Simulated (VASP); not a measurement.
# Sb (Fd-3m) in VASP: further runs

Sb is run at these levels: revPBE; tasks: single point.

Program: VASP 6.6.1. These are calculated values, not measurements. Logs are shortened: lines on timing, memory, paths and dates and some standing lists are left out, and cuts for length are marked.

**1. The cell of the first run**

Symmetry: Fd-3m, No. 227, cubic system. The conventional cell has a = 7.054 Å, b = 7.054 Å, c = 7.054 Å, α = 90.00°, β = 90.00°, γ = 90.00°. Within 4.0 Å of Sb (site symmetry -43m) lie 4 Sb at 3.05 Å.

**2. Single point, revPBE**

Contents of INCAR:

```
PREC = Accurate
ENCUT = 520
EDIFF = 1E-7
ISMEAR = -1
SIGMA = 0.1
LREAL = False
LASPH = True
NELM = 60
ALGO = Normal
ISIF = 2
LWAVE = False
LCHARG = True
GGA = RE
LELF = True
LVHAR = True
NBANDS = 12
```

Contents of KPOINTS:

```
Automatic mesh
0
Gamma
  8 8 8
```

Contents of POSCAR:

```
Sb
1.0
    0.0000000000      3.5270443412      3.5270443412
    3.5270443412      0.0000000000      3.5270443412
    3.5270443412      3.5270443412      0.0000000000
Sb
2
Direct
    0.1250000000      0.1250000000      0.1250000000
    0.8750000000      0.8750000000      0.8750000000
```

Potentials or basis: VASP PAW PBE potentials, release 64 (Sb).

Command:

```bash
$ cat potpaw_PBE.64/Sb/POTCAR > POTCAR
$ mpirun -np 1 vasp_std > vasp.out
```

OUTCAR:

```text
PREC = Accurate
   ENCUT = 520
   EDIFF = 1E-7
   ISMEAR = -1
   LREAL = False
   LASPH = True
   NELM = 60
   ISIF = 2
   GGA = RE

 ion  position               nearest neighbor table
   1  0.125  0.125  0.125-   2 3.05   2 3.05   2 3.05   2 3.05
   2  0.875  0.875  0.875-   1 3.05   1 3.05   1 3.05   1 3.05

  LATTYP: Found a face centered cubic cell.
 ALAT       =     7.0540886824

  Lattice vectors:

 A1 = (   0.0000000000,   3.5270443412,   3.5270443412)
 A2 = (   3.5270443412,   0.0000000000,   3.5270443412)
 A3 = (   3.5270443412,   3.5270443412,   0.0000000000)

Analysis of symmetry for initial positions (statically):
=====================================================================
 Subroutine PRICEL returns:
 Original cell was already a primitive cell.

 Routine SETGRP: Setting up the symmetry group for a
 face centered cubic supercell.

 Subroutine GETGRP returns: Found 48 space group operations
 (whereof 12 operations were pure point group operations)
 out of a pool of 48 trial point group operations.

The static configuration has the point symmetry D_3d.
 The point group associated with its full space group is O_h .

Analysis of symmetry for dynamics (positions and initial velocities):
=====================================================================
 Subroutine PRICEL returns:
 Original cell was already a primitive cell.

 Routine SETGRP: Setting up the symmetry group for a
 face centered cubic supercell.

 Subroutine GETGRP returns: Found 48 space group operations
 (whereof 12 operations were pure point group operations)
 out of a pool of 48 trial point group operations.

The dynamic configuration has the point symmetry D_3d.
 The point group associated with its full space group is O_h .

 Subroutine INISYM returns: Found 48 space group operations
 (whereof 12 operations are pure point group operations),
 and found     1 'primitive' translations

----------------------------------------------------------------------------------------

                                     Primitive cell

  volume of cell :      87.7532

  direct lattice vectors                    reciprocal lattice vectors
     0.000000000  3.527044341  3.527044341    -0.141761756  0.141761756  0.141761756
     3.527044341  0.000000000  3.527044341     0.141761756 -0.141761756  0.141761756
     3.527044341  3.527044341  0.000000000     0.141761756  0.141761756 -0.141761756

  length of vectors
     4.987993942  4.987993942  4.987993942     0.245538564  0.245538564  0.245538564

  position of ions in fractional coordinates (direct lattice)
     0.125000000  0.125000000  0.125000000
     0.875000000  0.875000000  0.875000000

  ion indices of the primitive-cell ions
   primitive index   ion index
                 1           1
                 2           2

----------------------------------------------------------------------------------------

 KPOINTS: Automatic mesh

Automatic generation of k-mesh.
 Grid dimensions read from file:
 generate k-points for:    8    8    8

 Generating k-lattice:

  Cartesian coordinates                     Fractional coordinates (reciprocal lattice)
    -0.017720220  0.017720220  0.017720220     0.125000000  0.000000000  0.000000000
     0.017720220 -0.017720220  0.017720220     0.000000000  0.125000000  0.000000000
     0.017720220  0.017720220 -0.017720220     0.000000000  0.000000000  0.125000000

  Length of vectors
     0.030692321  0.030692321  0.030692321

  Shift w.r.t. Gamma in fractional coordinates (k-lattice)
     0.000000000  0.000000000  0.000000000

 Subroutine IBZKPT returns following result:
 ===========================================

 Found     29 irreducible k-points:

 Following reciprocal coordinates:
            Coordinates               Weight
  0.000000  0.000000  0.000000      1.000000
  0.125000  0.000000  0.000000      8.000000
  0.250000  0.000000  0.000000      8.000000
  0.375000  0.000000  0.000000      8.000000
  0.500000  0.000000  0.000000      4.000000
  0.125000  0.125000  0.000000      6.000000
[... 16 lines left out ...]
  0.500000  0.250000  0.125000     48.000000
 -0.375000  0.250000  0.125000     24.000000
 [... further k-points ...]
   k-points           NKPTS =     29   k-points in BZ     NKDIM =     29   number of bands    NBANDS=     12
   number of dos      NEDOS =    301   number of ions     NIONS =      2
   total plane-waves  NPLWV =  64000
   dimension x,y,z NGX =    40 NGY =   40 NGZ =   40
   dimension x,y,z NGXF=    80 NGYF=   80 NGZF=   80
   ions per type =               2
   NGX,Y,Z   is equivalent  to a cutoff of  13.33, 13.33, 13.33 a.u.
   NGXF,Y,Z  is equivalent  to a cutoff of  26.66, 26.66, 26.66 a.u.
 SYSTEM =  unknown system
   PREC   = accura    normal or accurate (medium, high low for compatibility)
   ISTART =      0    job   : 0-new  1-cont  2-samecut
   ICHARG =      2    charge: 1-file 2-atom 10-const
   ISPIN  =      1    spin polarized calculation?
   LNONCOLLINEAR =      F non collinear calculations
   LSORBIT =      F    spin-orbit coupling
   LASPH  =      T    aspherical Exc in radial PAW
   ENCUT  =  520.0 eV  38.22 Ry    6.18 a.u.   9.27  9.27  9.27*2*pi/ulx,y,z
   NELM   =     60;   NELMIN=  2; NELMDL= -5     # of ELM steps
   EDIFF  = 0.1E-06   stopping-criterion for ELM
   LREAL  =      F    real-space projection
   EDIFFG = 0.1E-05   stopping-criterion for IOM
   NSW    =      0    number of steps for IOM
   IBRION =     -1    ionic relax: 0-MD 1-quasi-New 2-CG
   NFREE  =      0    steps in history (QN), initial steepest desc. (CG)
   ISIF   =      2    stress and relaxation
   ISYM   =      2    0-nonsym 1-usesym 2-fastsym
   POTIM  = 0.5000    time-step for ionic-motion
   TEBEG  =    0.0;   TEEND  =   0.0 temperature during run
   PSTRESS=    0.0 pullay stress
   NELECT =      10.0000    total number of electrons
   NUPDOWN=      -1.0000    fix difference up-down
   EMIN   =  10.00;   EMAX   =-10.00  energy-range for DOS
   EFERMI =   0.00;   METHOD = LEGACY
   ISMEAR =    -1;   SIGMA  =   0.10  broadening in eV -4-tet -1-fermi 0-gaus
   EFERMI_NEDOS =   21; number of points for ismear=-14 and -15
   IALGO  =     38    algorithm
   IMIX   =      4    mixing-type and parameters
     AMIX     =   0.40;   BMIX     =  1.00
     AMIX_MAG =   1.60;   BMIX_MAG =  1.00
  volume/ion in A,a.u.               =      43.88       296.09
  Fermi-wavevector in a.u.,A,eV,Ry     =   0.793695  1.499867  8.571025  0.629953
  Thomas-Fermi vector in A             =   1.899682
   LORBIT       =      0    0 simple, 1 ext, 2 COOP (PROOUT), +10 PAW based schemes
   GGA     = RE    functional components
   LHFCALC =     F    Hartree Fock is set to
   AEXX    =    0.0000 exact exchange contribution
   IVDW    =     0    specifies the selected vdW correction
   LEPSILON=     F    determine dielectric tensor
   LRPA    =     F    only Hartree local field effects (RPA)
 non-spin polarized calculation
  energy-cutoff  :      520.00
  volume of cell :       87.75
 maximum number of plane-waves:      2421
 NGX is ok and might be reduce to    40
   NGX = 19   NGY = 19   NGZ = 19

 number of electron      10.0000000 magnetization

 Free energy of the ion-electron system (eV)
  ---------------------------------------------------
  ext. energy  EPLUGINS =         0.00000000
  ---------------------------------------------------
  free energy    TOTEN  =        -7.13238861 eV

  energy without entropy =       -7.08235351  energy(sigma->0) =       -7.10737106

 E-fermi :   3.7547     XC(G=0):  -7.6075

 val. band max:        3.6869478319   @ k =  -0.3750   0.3750   0.1250
 cond. band min:       3.8091157232   @ k =  -0.3750   0.5000   0.1250
 fundamental gap:      0.1221678914
 Fermi energy:         3.7546903203

 k-point     1 :       0.0000    0.0000    0.0000
  band No.  band energies     occupation
      1      -7.5410      2.00000
      2      -1.7537      2.00000
      3       2.0024      2.00000
      4       2.0024      2.00000
      5       2.0024      2.00000
      6       4.2617      0.01248
      7       4.2617      0.01248
      8       4.2617      0.01248
      9       7.8615      0.00000
     10      10.0419      0.00000
     11      10.0419      0.00000
     12      11.3339      0.00000

 k-point     2 :       0.1250    0.0000    0.0000
  band No.  band energies     occupation
      1      -7.4390      2.00000
      2      -2.1511      2.00000
      3       1.8514      2.00000
      4       1.8514      2.00000
      5       2.0023      2.00000
      6       4.4840      0.00136
      7       4.4840      0.00136
      8       4.5453      0.00074
      9       8.3395      0.00000
     10       9.6707      0.00000
     11       9.6707      0.00000
     12      11.0016      0.00000

 k-point     3 :       0.2500    0.0000    0.0000
  band No.  band energies     occupation
      1      -7.1507      2.00000
      2      -3.0100      2.00000
      3       1.5671      2.00000
      4       1.5671      2.00000
      5       1.8449      2.00000
      6       4.9074      0.00002
      7       4.9074      0.00002
      8       5.4715      0.00000
      9       9.1154      0.00000
     10       9.4885      0.00000
     11       9.4885      0.00000
     12      10.9420      0.00000
[... 286 lines left out ...]
 k-point    23 :       0.5000    0.2500    0.1250
  band No.  band energies     occupation
      1      -6.4878      2.00000
      2      -4.2385      2.00000
      3       0.3096      2.00000
      4       0.9857      2.00000
      5       3.1267      1.99626
      6       4.7538      0.00009
      7       6.0409      0.00000
      8       6.3943      0.00000
      9       9.2799      0.00000
     10       9.6320      0.00000
     11      10.9050      0.00000
     12      11.6528      0.00000

 k-point    24 :      -0.3750    0.2500    0.1250
  band No.  band energies     occupation
      1      -6.2410      2.00000
      2      -4.5968      2.00000
      3       0.1811      2.00000
      4       0.8901      2.00000
      5       3.1204      1.99649
      6       5.0844      0.00000
      7       6.0887      0.00000
      8       6.7214      0.00000
      9       8.8804      0.00000
     10      10.2566      0.00000
     11      10.7479      0.00000
     12      11.2410      0.00000

 [... further k-points ...]

------------------------ aborting loop because EDIFF is reached ----------------------------------------

  FORCE on cell =-STRESS in cart. coord.  units (eV):
  Direction    XX          YY          ZZ          XY          YZ          ZX
  --------------------------------------------------------------------------------------
  -------------------------------------------------------------------------------------
  Total        0.0095357      0.0095357      0.0095357     -0.0000000      0.0000000      0.0000000
  in kB        0.1741006      0.1741006      0.1741006     -0.0000000      0.0000000      0.0000000
  external PRESSURE =       0.1741006 kB  Pullay stress =       0.0000000 kB

 VOLUME and BASIS-vectors are now :
 -----------------------------------------------------------------------------
  energy-cutoff  :      520.00
  volume of cell :       87.75
      direct lattice vectors                 reciprocal lattice vectors
     0.000000000  3.527044341  3.527044341    -0.141761756  0.141761756  0.141761756
     3.527044341  0.000000000  3.527044341     0.141761756 -0.141761756  0.141761756
     3.527044341  3.527044341  0.000000000     0.141761756  0.141761756 -0.141761756

 POSITION                                       TOTAL-FORCE (eV/Angst)
 -----------------------------------------------------------------------------------
      0.88176      0.88176      0.88176        -0.000000     -0.000000     -0.000000
      6.17233      6.17233      6.17233         0.000000      0.000000      0.000000
 -----------------------------------------------------------------------------------
    total drift:                                0.000000     -0.000000     -0.000000

  FREE ENERGIE OF THE ION-ELECTRON SYSTEM (eV)
  ---------------------------------------------------
  free  energy   TOTEN  =        -7.1323886129 eV

  energy  without entropy=       -7.0823535121  energy(sigma->0) =       -7.10737106
```

It took 26 s on 1 thread of Intel Xeon 6975P-C, shared host; peak memory 0.24 GiB.

Results:

- Free energy: -7.1324 eV
- Pressure: 0.0 GPa
- Band gap on the k mesh: zero (band 5 reaches 4.45 eV, above the bottom of band 6 at 3.34 eV)

Levels at points of the mesh, in eV from the Fermi level:
```tsv
k point	band 2	band 3	band 4	band 5	band 6	band 7	band 8	band 9
(0.00, 0.00, 0.00)	-5.51	-1.75	-1.75	-1.75	0.51	0.51	0.51	4.11
(0.50, 0.00, 0.00)	-8.00	-2.49	-2.49	-2.20	1.53	1.53	3.80	5.71
(0.50, 0.50, 0.00)	-9.23	-3.29	-3.29	-0.42	-0.42	3.97	3.97	6.09
```

Caveat: the PAW data sets were made with another functional, which shifts forces and pressure a little; spin-orbit coupling is left out, which moves the levels of the heavy elements.

**3. Single point, revPBE (volume scaled by 0.88)**

Contents of INCAR:

```
SYSTEM = Sb
ALGO = Normal
EDIFF = 1E-6
ENCUT = 520
GGA = RE
ISIF = 2
ISMEAR = -1
LASPH = .True.
LCHARG = .False.
LREAL = .False.
LWAVE = .False.
NBANDS = 12
NELM = 100
PREC = Accurate
SIGMA = 0.1
```

Contents of KPOINTS:

```
k-points
0
Gamma
  9 9 9
  0 0 0
```

Contents of POSCAR:

```
Sb
1.0
    0.0000000000      3.3799100586      3.3799100586
    3.3799100586      0.0000000000      3.3799100586
    3.3799100586      3.3799100586      0.0000000000
Sb
2
Direct
    0.1250000000      0.1250000000      0.1250000000
    0.8750000000      0.8750000000      0.8750000000
```

Potentials or basis: VASP PAW PBE potentials, release 64 (Sb).

Command:

```bash
$ cat potpaw_PBE.64/Sb/POTCAR > POTCAR
$ mpirun -np 1 vasp_std > vasp.out
```

Wall time 16 s (1 thread of Intel Xeon 6975P-C, shared host); peak memory 0.21 GiB.

The run converged. Its results:

```
Free energy            : -6.9976 eV
Pressure               : 4.8 GPa
Band gap on the k mesh : zero (band 5 reaches 5.49 eV, above the bottom of band 6 at 4.48 eV)
```

Levels at points of the mesh, in eV from the Fermi level:
```csv
k point,band 3,band 4,band 5,band 6,band 7,band 8
"(0.00, 0.00, 0.00)",-1.94,-1.94,-1.94,0.46,0.46,0.46
```

Caveat: the PAW data sets were made with another functional, which shifts forces and pressure a little; spin-orbit coupling is left out, which moves the levels of the heavy elements.
